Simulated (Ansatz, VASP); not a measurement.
## SrO in VASP and in Ansatz

```
Sr O
1.0
     0.00000    2.56980    2.62120
     2.56980    0.00000    2.62120
     2.56980    2.56980    0.00000
Sr O
1 1
Direct
  0.00000 0.00000 0.00000
  0.50000 0.50000 0.50000
```

Change from the starting cell: zz strain of +2 %, crystal datasets.

Alike in both runs: task electric field gradients; functional LDA; k mesh 8 × 8 × 8; occupations fermi-dirac, width 0.02 eV; no spin polarisation.

|  | VASP | Ansatz |
| --- | --- | --- |
| version | VASP 6.6.1 | Ansatz 0.2.0 |
| potentials or method | VASP PAW LDA potentials, release 64 (Sr_sv, O), cutoff 520 eV | all-electron PAW with datasets made for the crystal, scalar-relativistic |

```tsv
	VASP	Ansatz	Ansatz less VASP
gap on the k mesh at the Fermi level (eV)	3.07	3.12	+0.056
pressure (GPa)	-5.1	-5.7	-0.63
traceless stress, the component that is largest in VASP (GPa)	-1.45	-1.35	+0.095
size of Vzz on the site where it differs most (V/Å²)	6.8	6.4	-0.31
```

LDA's correlation is that of Perdew and Zunger in VASP and of Perdew and Wang (1992) in Ansatz. Ansatz ran all-electron here, and VASP with PAW potentials.
